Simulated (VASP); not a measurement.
# Sb2N (P4/mmm) in VASP: notebook

The runs below take Sb2N through relaxation of cell and atoms, single point, with PBE.

Everything below comes from runs of VASP 6.6.1. Logs are shortened: lines on timing, memory, paths and dates and some standing lists are left out, and cuts for length are marked.

## (1) The cell of the first run

Symmetry: P4/mmm, No. 123, tetragonal system. The conventional cell has a = 4.672 Å, b = 4.672 Å, c = 3.252 Å, α = 90.00°, β = 90.00°, γ = 90.00°. Within 4.3 Å of Sb (site symmetry 4/mmm) lie 10 Sb at 3.25 to 3.68 Å and 4 N at 3.30 Å. Within 2.2 Å of Sb (site symmetry 4/mmm) lie 2 N at 1.63 Å. N (site symmetry 4/mmm) has 2 Sb at 1.63 Å within 2.2 Å.

## (2) Relaxation of cell and atoms, PBE

INCAR

```
SYSTEM = Sb2N
  ALGO = Normal
  EDIFF = 1E-7
  EDIFFG = -0.04
  ENCUT = 600
  GGA = PE
  IBRION = 2
  ISIF = 3
  ISMEAR = 0
  LASPH = .True.
  LCHARG = .False.
  LREAL = .False.
  LWAVE = .False.
  NELM = 100
  NSW = 90
  PREC = Accurate
  SIGMA = 0.1
```

KPOINTS

```
k-points
0
Gamma
  4 4 6
  0 0 0
```

POSCAR

```
Sb2N
1.0
    4.6716162200      0.0000000000      0.0000000000
    0.0000000000      4.6716162200      0.0000000000
    0.0000000000      0.0000000000      3.2517984800
Sb N
2 1
Direct
    0.5000000000      0.5000000000      0.5000000000
    0.0000000000      0.0000000000      0.0000000000
    0.0000000000      0.0000000000      0.5000000000
```

Potentials or basis: VASP PAW PBE potentials, release 64 (Sb, N).

Started as:

```bash
$ cat potpaw_PBE.64/Sb/POTCAR potpaw_PBE.64/N/POTCAR > POTCAR
$ mpirun -np 1 vasp_std > vasp.out
```

OUTCAR:

```text
SYSTEM = Sb2N
   EDIFF = 1E-7
   EDIFFG = -0.04
   ENCUT = 600
   GGA = PE
   IBRION = 2
   ISIF = 3
   ISMEAR = 0
   LASPH = .True.
   LREAL = .False.
   NELM = 100
   NSW = 90
   PREC = Accurate

 ion  position               nearest neighbor table
   1  0.500  0.500  0.500-   2 3.68   2 3.68   2 3.68   2 3.68   2 3.68   2 3.68   2 3.68   2 3.68

   2  0.000  0.000  0.000-   3 1.63   3 1.63   1 3.68   1 3.68   1 3.68   1 3.68   1 3.68   1 3.68
                             1 3.68   1 3.68
   3  0.000  0.000  0.500-   2 1.63   2 1.63

  LATTYP: Found a simple tetragonal cell.
 ALAT       =     4.6716162200
 C/A-ratio  =     0.6960756892

  Lattice vectors:

 A1 = (   4.6716162200,   0.0000000000,   0.0000000000)
 A2 = (   0.0000000000,   4.6716162200,   0.0000000000)
 A3 = (   0.0000000000,   0.0000000000,   3.2517984800)

Analysis of symmetry for initial positions (statically):
=====================================================================
 Subroutine PRICEL returns:
 Original cell was already a primitive cell.

 Routine SETGRP: Setting up the symmetry group for a
 simple tetragonal supercell.

 Subroutine GETGRP returns: Found 16 space group operations
 (whereof 16 operations were pure point group operations)
 out of a pool of 16 trial point group operations.

The static configuration has the point symmetry D_4h.

Analysis of symmetry for dynamics (positions and initial velocities):
=====================================================================
 Subroutine PRICEL returns:
 Original cell was already a primitive cell.

 Routine SETGRP: Setting up the symmetry group for a
 simple tetragonal supercell.

 Subroutine GETGRP returns: Found 16 space group operations
 (whereof 16 operations were pure point group operations)
 out of a pool of 16 trial point group operations.

The dynamic configuration has the point symmetry D_4h.

 Subroutine INISYM returns: Found 16 space group operations
 (whereof 16 operations are pure point group operations),
 and found     1 'primitive' translations

----------------------------------------------------------------------------------------

                                     Primitive cell

  volume of cell :      70.9672

  direct lattice vectors                    reciprocal lattice vectors
     4.671616220  0.000000000  0.000000000     0.214058680  0.000000000  0.000000000
     0.000000000  4.671616220  0.000000000     0.000000000  0.214058680  0.000000000
     0.000000000  0.000000000  3.251798480     0.000000000  0.000000000  0.307522132

  length of vectors
     4.671616220  4.671616220  3.251798480     0.214058680  0.214058680  0.307522132

  position of ions in fractional coordinates (direct lattice)
     0.500000000  0.500000000  0.500000000
     0.000000000  0.000000000  0.000000000
     0.000000000  0.000000000  0.500000000

  ion indices of the primitive-cell ions
   primitive index   ion index
                 1           1
                 2           2
                 3           3

----------------------------------------------------------------------------------------

 KPOINTS: k-points

Automatic generation of k-mesh.
 Grid dimensions read from file:
 generate k-points for:    4    4    6

 Generating k-lattice:

  Cartesian coordinates                     Fractional coordinates (reciprocal lattice)
     0.053514670  0.000000000  0.000000000     0.250000000  0.000000000  0.000000000
     0.000000000  0.053514670  0.000000000     0.000000000  0.250000000  0.000000000
     0.000000000  0.000000000  0.051253689     0.000000000  0.000000000  0.166666667

  Length of vectors
     0.053514670  0.053514670  0.051253689

  Shift w.r.t. Gamma in fractional coordinates (k-lattice)
     0.000000000  0.000000000  0.000000000

 Subroutine IBZKPT returns following result:
 ===========================================

 Found     24 irreducible k-points:

 Following reciprocal coordinates:
            Coordinates               Weight
  0.000000  0.000000  0.000000      1.000000
  0.250000  0.000000  0.000000      4.000000
  0.500000  0.000000  0.000000      2.000000
  0.250000  0.250000  0.000000      4.000000
  0.500000  0.250000  0.000000      4.000000
  0.500000  0.500000  0.000000      1.000000
[... 16 lines left out ...]
  0.500000  0.250000  0.500000      4.000000
  0.500000  0.500000  0.500000      1.000000
   k-points           NKPTS =     24   k-points in BZ     NKDIM =     24   number of bands    NBANDS=     11
   number of dos      NEDOS =    301   number of ions     NIONS =      3
   total plane-waves  NPLWV =  44800
   dimension x,y,z NGX =    40 NGY =   40 NGZ =   28
   dimension x,y,z NGXF=    80 NGYF=   80 NGZF=   56
   ions per type =               2   1
   NGX,Y,Z   is equivalent  to a cutoff of  14.23, 14.23, 14.31 a.u.
   NGXF,Y,Z  is equivalent  to a cutoff of  28.47, 28.47, 28.63 a.u.
 SYSTEM =  Sb2N
   PREC   = accura    normal or accurate (medium, high low for compatibility)
   ISTART =      0    job   : 0-new  1-cont  2-samecut
   ICHARG =      2    charge: 1-file 2-atom 10-const
   ISPIN  =      1    spin polarized calculation?
   LNONCOLLINEAR =      F non collinear calculations
   LSORBIT =      F    spin-orbit coupling
   LASPH  =      T    aspherical Exc in radial PAW
   ENCUT  =  600.0 eV  44.10 Ry    6.64 a.u.   9.33  9.33  6.49*2*pi/ulx,y,z
   NELM   =    100;   NELMIN=  2; NELMDL= -5     # of ELM steps
   EDIFF  = 0.1E-06   stopping-criterion for ELM
   LREAL  =      F    real-space projection
   EDIFFG = -.4E-01   stopping-criterion for IOM
   NSW    =     90    number of steps for IOM
   IBRION =      2    ionic relax: 0-MD 1-quasi-New 2-CG
   NFREE  =      1    steps in history (QN), initial steepest desc. (CG)
   ISIF   =      3    stress and relaxation
   ISYM   =      2    0-nonsym 1-usesym 2-fastsym
   POTIM  = 0.5000    time-step for ionic-motion
   TEBEG  =    0.0;   TEEND  =   0.0 temperature during run
   PSTRESS=    0.0 pullay stress
   NELECT =      15.0000    total number of electrons
   NUPDOWN=      -1.0000    fix difference up-down
   EMIN   =  10.00;   EMAX   =-10.00  energy-range for DOS
   EFERMI =   0.00;   METHOD = LEGACY
   ISMEAR =     0;   SIGMA  =   0.10  broadening in eV -4-tet -1-fermi 0-gaus
   EFERMI_NEDOS =   21; number of points for ismear=-14 and -15
   IALGO  =     38    algorithm
   IMIX   =      4    mixing-type and parameters
     AMIX     =   0.40;   BMIX     =  1.00
     AMIX_MAG =   1.60;   BMIX_MAG =  1.00
  volume/ion in A,a.u.               =      23.66       159.64
  Fermi-wavevector in a.u.,A,eV,Ry     =   0.975183  1.842828 12.938883  0.950981
  Thomas-Fermi vector in A             =   2.105702
   LORBIT       =      0    0 simple, 1 ext, 2 COOP (PROOUT), +10 PAW based schemes
   GGA     = PE    functional components
   LHFCALC =     F    Hartree Fock is set to
   AEXX    =    0.0000 exact exchange contribution
   IVDW    =     0    specifies the selected vdW correction
   LEPSILON=     F    determine dielectric tensor
   LRPA    =     F    only Hartree local field effects (RPA)
 conjugate gradient relaxation of ions
 non-spin polarized calculation
 Gauss-broadening in eV      SIGMA  =   0.10
  energy-cutoff  :      600.00
  volume of cell :       70.97
 maximum number of plane-waves:      2383
 NGX is ok and might be reduce to    40
   NGX = 19   NGY = 19   NGZ = 13

--------------------------------------- Ionic step        1  -------------------------------------------

 number of electron      15.0000002 magnetization

 Free energy of the ion-electron system (eV)
  ---------------------------------------------------
  ext. energy  EPLUGINS =         0.00000000
  ---------------------------------------------------
  free energy    TOTEN  =        -6.99817785 eV

  energy without entropy =       -6.98939026  energy(sigma->0) =       -6.99378406

------------------------ aborting loop because EDIFF is reached ----------------------------------------

  FORCE on cell =-STRESS in cart. coord.  units (eV):
  Direction    XX          YY          ZZ          XY          YZ          ZX
  --------------------------------------------------------------------------------------
  -------------------------------------------------------------------------------------
  Total        1.6600651      1.6600651     50.1749275      0.0000000     -0.0000000      0.0000000
  in kB       37.4781166     37.4781166   1132.7638914      0.0000000     -0.0000000      0.0000000
  external PRESSURE =     402.5733749 kB  Pullay stress =       0.0000000 kB
[... 1113 lines left out ...]
 k-point    24 :       0.5000    0.5000    0.5000
  band No.  band energies     occupation
      1      -3.5597      2.00000
      2       2.7776      2.00000
      3       3.5137      2.00000
      4       3.5137      2.00000
      5       3.9945      2.00000
      6       8.0092      2.00000
      7       8.0092      2.00000
      8       9.7897      2.00000
      9      12.0548      0.32857
     10      17.2273      0.00000
     11      17.2273      0.00000

[... ionic steps 4 to 14 ...]

--------------------------------------- Ionic step       15  -------------------------------------------

 number of electron      15.0000004 magnetization

------------------------ aborting loop because EDIFF is reached ----------------------------------------

  FORCE on cell =-STRESS in cart. coord.  units (eV):
  Direction    XX          YY          ZZ          XY          YZ          ZX
  --------------------------------------------------------------------------------------
  -------------------------------------------------------------------------------------
  Total       -0.5321682     -0.5321682     -0.0403078      0.0000000      0.0000000      0.0000000
  in kB      -14.8186773    -14.8186773     -1.1224047      0.0000000      0.0000000      0.0000000
  external PRESSURE =     -10.2532531 kB  Pullay stress =       0.0000000 kB
[... 59 lines left out ...]
  energy  without entropy=      -14.3248589516  energy(sigma->0) =      -14.32932191

--------------------------------------- Ionic step       17  -------------------------------------------

 number of electron      15.0000002 magnetization

 Free energy of the ion-electron system (eV)
  ---------------------------------------------------
  ext. energy  EPLUGINS =         0.00000000
  ---------------------------------------------------
  free energy    TOTEN  =       -14.33452040 eV

  energy without entropy =      -14.32538842  energy(sigma->0) =      -14.32995441

 E-fermi :   9.1220     XC(G=0): -10.7749

 val. band max:        9.0828921675   @ k =   0.5000   0.0000   0.3333
 cond. band min:       9.1343652488   @ k =   0.5000   0.2500   0.1667
 fundamental gap:      0.0514730812
 Fermi energy:         9.1220402381

 k-point     1 :       0.0000    0.0000    0.0000
  band No.  band energies     occupation
      1      -7.4392      2.00000
      2      -0.4850      2.00000
      3       2.0725      2.00000
      4       2.6196      2.00000
      5       4.8045      2.00000
      6       4.8045      2.00000
      7       9.8749      0.00000
      8      11.7192      0.00000
      9      11.7192      0.00000
     10      13.1807      0.00000
     11      15.8549      0.00000
[... 350 lines left out ...]
  FREE ENERGIE OF THE ION-ELECTRON SYSTEM (eV)
  ---------------------------------------------------
  free  energy   TOTEN  =       -14.3345204039 eV

  energy  without entropy=      -14.3253884162  energy(sigma->0) =      -14.32995441

 reached required accuracy - stopping structural energy minimisation
```

Run time: 2.4 min. Hardware: 1 thread of Intel Xeon Platinum 8559C (Emerald Rapids), shared host; peak memory 0.22 GiB.

Results:

| Quantity | Value |
| --- | --- |
| Free energy | -14.3345 eV |
| Relaxed volume | 18.93 Å³/atom |
| Relaxed cell | a = 3.415 Å, b = 3.415 Å, c = 4.870 Å, α = 90.00°, β = 90.00°, γ = 90.00° |
| Space group after relaxing (to 0.05 Å) | P4/mmm (No. 123) |
| Energy gained by relaxing | 2445.4 meV/atom |
| Ionic steps | 17 |
| Pressure after relaxing | 0.0 GPa |

The path:
```csv
step,energy change (eV),largest force (eV/Å),pressure (GPa),volume (Å³)
1,0.0000,0.0000,40.26,70.97
2,-0.8075,0.0000,-13.24,135.17
3,-4.7167,0.0000,-7.50,96.50
4,-4.7588,0.0000,-6.46,94.86
5,-4.7769,0.0000,-5.25,93.08
6,-5.4271,0.0000,-5.60,82.70
7,-6.3271,0.0000,-4.34,70.09
8,-6.5880,0.0000,28.80,47.29
9,-7.0476,0.0000,1.91,59.39
10,-7.0785,0.0000,9.64,54.23
11,-7.1025,0.0000,6.61,55.87
12,-7.3225,0.0000,2.16,55.52
13,-7.3282,0.0000,2.26,55.61
14,-7.3282,0.0000,2.23,55.59
15,-7.3316,0.0000,-1.03,57.54
16,-7.3356,0.0000,0.29,56.69
17,-7.3363,0.0000,0.00,56.80
```

Final structure:
```
CELL_PARAMETERS angstrom
3.41500 0.00000 0.00000
0.00000 3.41500 0.00000
0.00000 0.00000 4.87035
ATOMIC_POSITIONS crystal
Sb 0.50000 0.50000 0.50000
Sb 0.00000 0.00000 0.00000
N 0.00000 0.00000 0.50000
```

Caveat: the volume moved by over 15 % at a fixed basis, so the end points are rough; spin-orbit coupling is left out, which moves the levels of the heavy elements.

## (3) Relaxation of cell and atoms, PBE

This run uses another cell than the first one, of 19.31 Å³/atom, 0.816 times its volume.

INCAR

```
PREC = Accurate
ENCUT = 600
EDIFF = 1E-7
ISMEAR = 0
SIGMA = 0.1
LREAL = False
LASPH = True
NELM = 100
ALGO = Normal
ISIF = 3
LWAVE = False
LCHARG = False
GGA = PE
IBRION = 2
NSW = 90
EDIFFG = -0.04
```

KPOINTS

```
Automatic mesh
0
Gamma
  6 6 4
```

POSCAR

```
Sb2N
1.0
    3.4051667175      0.0000000000      0.0000000000
    0.0000000000      3.4051667175      0.0000000000
    0.0000000000      0.0000000000      4.9956744756
Sb N
2 1
Direct
    0.5000000000      0.5000000000      0.5000000000
    0.0000000000      0.0000000000      0.0000000000
    0.0000000000      0.0000000000      0.5000000000
```

Potentials or basis: VASP PAW PBE potentials, release 64 (Sb, N).

Started as:

```bash
$ cat potpaw_PBE.64/Sb/POTCAR potpaw_PBE.64/N/POTCAR > POTCAR
$ mpirun -np 1 vasp_std > vasp.out
```

Run time: 32 s. Hardware: 1 thread of Intel Xeon Platinum 8559C (Emerald Rapids), shared host; peak memory 0.2 GiB.

Results (log left out):

| Quantity | Value |
| --- | --- |
| Free energy | -14.4252 eV |
| Relaxed volume | 19.56 Å³/atom |
| Relaxed cell | a = 3.445 Å, b = 3.445 Å, c = 4.944 Å, α = 90.00°, β = 90.00°, γ = 90.00° |
| Space group after relaxing (to 0.05 Å) | P4/mmm (No. 123) |
| Energy gained by relaxing | 3.3 meV/atom |
| Ionic steps | 4 |
| Pressure after relaxing | -0.1 GPa |

The path:
```tsv
step	energy change (eV)	largest force (eV/Å)	pressure (GPa)	volume (Å³)
1	0.0000	0.0000	1.25	57.93
2	-0.0074	0.0000	-0.89	59.19
3	-0.0078	0.0000	-0.54	58.96
4	-0.0098	0.0000	-0.12	58.67
```

Final structure:
```yaml
crystal:
  lattice:
    - [3.44469, 0.00000, 0.00000]
    - [0.00000, 3.44469, 0.00000]
    - [0.00000, 0.00000, 4.94431]
  atoms:
    - { symbol: Sb, position: [0.50000, 0.50000, 0.50000] }
    - { symbol: Sb, position: [0.00000, 0.00000, 0.00000] }
    - { symbol: N, position: [0.00000, 0.00000, 0.50000] }
```

Levels at points of the mesh, in eV from the Fermi level:
```tsv
k point	band 4	band 5	band 6	band 7	band 8	band 9	band 10	band 11
(0.00, 0.00, 0.00)	-6.62	-4.14	-4.14	0.70	2.30	2.30	4.01	6.03
(0.50, 0.00, 0.00)	-5.37	-3.15	-2.66	-1.77	0.14	0.28	2.28	3.62
(0.50, 0.50, 0.00)	-7.13	-6.83	-4.77	-1.87	-1.87	-0.01	3.75	3.93
(0.00, 0.00, 0.50)	-3.94	-3.94	-2.01	0.30	0.57	1.61	1.61	4.99
(0.50, 0.00, 0.50)	-5.63	-2.50	-1.23	-0.88	0.22	2.21	2.44	2.74
(0.50, 0.50, 0.50)	-6.71	-6.71	-3.21	-3.21	-1.54	-0.65	2.15	4.72
```

Caveat: spin-orbit coupling is left out, which moves the levels of the heavy elements.

[end of part 1 of 2]
